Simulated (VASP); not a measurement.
# ZrC (Fm-3m) in VASP: a series of runs, part 2 of 2

VASP 6.6.1.

## (3) Single point, r2SCAN (9.26 Å³/atom)

This run uses another cell than the first one, of 9.26 Å³/atom.

Input file POSCAR:

```
ZrC
1.0
    0.0000000000      2.0998929641      2.0998929641
    2.0998929641      0.0000000000      2.0998929641
    2.0998929641      2.0998929641      0.0000000000
Zr C
1 1
Direct
    0.5000000000      0.5000000000      0.5000000000
    0.0000000000      0.0000000000      0.0000000000
```

Input file INCAR.step1:

```
SYSTEM = ZrC
PREC     = Accurate       ! precision mode
ENCUT    = 660            ! plane-wave cutoff, eV
ISMEAR   = -1             ! smearing method
SIGMA    = 0.05           ! smearing width, eV
LREAL    = .False.        ! projectors in reciprocal space
LASPH    = .True.         ! aspherical terms in the spheres
NELM     = 120            ! most SCF steps
NBANDS   = 15             ! bands
GGA      = PE             ! functional
ALGO     = Normal         ! electronic algorithm
EDIFF    = 1E-5           ! SCF threshold, eV
LWAVE    = .True.         ! write WAVECAR
LCHARG   = .False.        ! write CHGCAR
GGA_COMPAT= .False.
```

Input file INCAR.step2:

```
SYSTEM = ZrC
PREC     = Accurate       ! precision mode
ENCUT    = 660            ! plane-wave cutoff, eV
EDIFF    = 1E-6           ! SCF threshold, eV
ISMEAR   = -1             ! smearing method
SIGMA    = 0.05           ! smearing width, eV
LREAL    = .False.        ! projectors in reciprocal space
LASPH    = .True.         ! aspherical terms in the spheres
NELM     = 120            ! most SCF steps
ALGO     = Normal         ! electronic algorithm
ISIF     = 2              ! what is computed and relaxed
LWAVE    = .False.        ! write WAVECAR
LCHARG   = .False.        ! write CHGCAR
METAGGA  = R2SCAN         ! meta-GGA
LMIXTAU  = .True.       
NBANDS   = 15             ! bands
ISTART   = 1            
GGA_COMPAT= .False.
```

Input file KPOINTS:

```
Automatic mesh
0
Gamma
  13 13 13
  0 0 0
```

Potentials or basis: VASP PAW PBE potentials, release 64 (Zr_sv, C).

Started as:

```console
> cat potpaw_PBE.64/Zr_sv/POTCAR potpaw_PBE.64/C/POTCAR > POTCAR
> cp INCAR.step1 INCAR
> mpirun -np 1 vasp_std > vasp.out
> cp INCAR.step2 INCAR
> mpirun -np 1 vasp_std > vasp.out
```

OUTCAR:

```text
SYSTEM = ZrC
   PREC = Accurate
   ENCUT = 660
   EDIFF = 1E-6
   ISMEAR = -1
   LREAL = .False.
   LASPH = .True.
   NELM = 120
   ISIF = 2
   METAGGA = R2SCAN
   ISTART = 1

 ion  position               nearest neighbor table
   1  0.500  0.500  0.500-   2 2.10   2 2.10   2 2.10   2 2.10   2 2.10   2 2.10
   2  0.000  0.000  0.000-   1 2.10   1 2.10   1 2.10   1 2.10   1 2.10   1 2.10

  LATTYP: Found a face centered cubic cell.
 ALAT       =     4.1997859282

  Lattice vectors:

 A1 = (   0.0000000000,   2.0998929641,   2.0998929641)
 A2 = (   2.0998929641,   0.0000000000,   2.0998929641)
 A3 = (   2.0998929641,   2.0998929641,   0.0000000000)

Analysis of symmetry for initial positions (statically):
=====================================================================
 Subroutine PRICEL returns:
 Original cell was already a primitive cell.

 Routine SETGRP: Setting up the symmetry group for a
 face centered cubic supercell.

 Subroutine GETGRP returns: Found 48 space group operations
 (whereof 48 operations were pure point group operations)
[... 176 lines left out ...]
      4     -11.1713      2.00000
      5       1.1464      2.00000
      6      15.0278      0.00000
      7      15.0278      0.00000
      8      15.0278      0.00000
      9      15.3349      0.00000
     10      15.3349      0.00000
     11      15.3349      0.00000
     12      18.0363      0.00000
     13      18.0363      0.00000
     14      25.6917      0.00000
[... 401 lines left out ...]
      2     -13.5534      2.00000
      3     -11.6941      2.00000
      4     -11.5414      2.00000
      5       4.5236      2.00000
      6       8.5234      2.00000
      7      10.6054      2.00000
      8      10.7429      2.00000
      9      17.2965      0.00000
     10      21.2510      0.00000
     11      22.0300      0.00000
     12      25.3236      0.00000
     13      26.2310      0.00000
     14      29.4759      0.00000
     15      31.9800      0.00000

 [... further k-points ...]

------------------------ aborting loop because EDIFF is reached ----------------------------------------

  FORCE on cell =-STRESS in cart. coord.  units (eV):
  Direction    XX          YY          ZZ          XY          YZ          ZX
  --------------------------------------------------------------------------------------
  -------------------------------------------------------------------------------------
  Total       17.9831107     17.9831107     17.9831107      0.0000000     -0.0000000      0.0000000
  in kB     1555.8005781   1555.8005781   1555.8005781      0.0000000     -0.0000000      0.0000000
  external PRESSURE =    1555.8005781 kB  Pullay stress =       0.0000000 kB

 VOLUME and BASIS-vectors are now :
 -----------------------------------------------------------------------------
  energy-cutoff  :      660.00
  volume of cell :       18.52
      direct lattice vectors                 reciprocal lattice vectors
     0.000000000  2.099892964  2.099892964    -0.238107374  0.238107374  0.238107374
     2.099892964  0.000000000  2.099892964     0.238107374 -0.238107374  0.238107374
     2.099892964  2.099892964  0.000000000     0.238107374  0.238107374 -0.238107374

 POSITION                                       TOTAL-FORCE (eV/Angst)
 -----------------------------------------------------------------------------------
      2.09989      2.09989      2.09989        -0.000000      0.000000     -0.000000
      0.00000      0.00000      0.00000         0.000000     -0.000000      0.000000
 -----------------------------------------------------------------------------------
    total drift:                                0.000000      0.000000      0.000000

  FREE ENERGIE OF THE ION-ELECTRON SYSTEM (eV)
  ---------------------------------------------------
  free  energy   TOTEN  =       -31.9152426733 eV

  energy  without entropy=      -31.9129922678  energy(sigma->0) =      -31.91411747
```

OUTCAR.step1:

```text
SYSTEM = ZrC
   PREC = Accurate
   ENCUT = 660
   ISMEAR = -1
   LREAL = .False.
   LASPH = .True.
[... 653 lines left out ...]
      2.09989      2.09989      2.09989         0.000000      0.000000      0.000000
      0.00000      0.00000      0.00000        -0.000000     -0.000000     -0.000000
 -----------------------------------------------------------------------------------
    total drift:                                0.000000      0.000000      0.000000

  FREE ENERGIE OF THE ION-ELECTRON SYSTEM (eV)
  ---------------------------------------------------
  free  energy   TOTEN  =       -16.7624901829 eV

  energy  without entropy=      -16.7599821551  energy(sigma->0) =      -16.76123617
```

OSZICAR.step1:

```text
N       E                     dE             d eps       ncg     rms          rms(c)
DAV:   1     0.126310862208E+03    0.12631E+03   -0.10274E+04  2520   0.135E+03
DAV:   2    -0.134506279631E+02   -0.13976E+03   -0.12885E+03  3220   0.333E+02
DAV:   3    -0.195213382477E+02   -0.60707E+01   -0.60141E+01  3564   0.636E+01
DAV:   4    -0.198201167374E+02   -0.29878E+00   -0.29867E+00  3239   0.911E+00
DAV:   5    -0.198229610489E+02   -0.28443E-02   -0.28442E-02  3271   0.857E-01    0.422E+01
DAV:   6    -0.167102463206E+02    0.31127E+01   -0.49842E+00  3072   0.231E+01    0.176E+01
DAV:   7    -0.167495708964E+02   -0.39325E-01   -0.35584E-01  2975   0.463E+00    0.121E+01
DAV:   8    -0.167674502875E+02   -0.17879E-01   -0.81309E-02  3735   0.241E+00    0.461E+00
DAV:   9    -0.167632087671E+02    0.42415E-02   -0.56937E-03  2940   0.637E-01    0.136E+00
DAV:  10    -0.167625365671E+02    0.67220E-03   -0.26399E-03  3269   0.421E-01    0.309E-01
DAV:  11    -0.167624926691E+02    0.43898E-04   -0.20294E-04  2864   0.154E-01    0.244E-02
DAV:  12    -0.167624901829E+02    0.24862E-05   -0.11036E-05  2239   0.306E-02
   1 F= -.16762490E+02 E0= -.16761236E+02  d E =-.250803E-02
```

It took 87 s on 1 thread of Intel Xeon 6975P-C (Granite Rapids), shared host; peak memory 0.19 GiB.

What came out:

* Free energy: -31.9152 eV
* Pressure: 155.6 GPa
* Band gap on the k mesh: zero (bands 8 and 9 overlap by 1.38 eV)

Levels at points of the mesh, in eV from the Fermi level:
| k point | band 5 | band 6 | band 7 | band 8 | band 9 | band 10 | band 11 | band 12 |
| --- | --- | --- | --- | --- | --- | --- | --- | --- |
| (0.00, 0.00, 0.00) | -13.02 | 0.86 | 0.86 | 0.86 | 1.17 | 1.17 | 1.17 | 3.87 |

Caveat: the cell stands under pressure; the PAW data sets were made with another functional, which shifts forces and pressure a little.
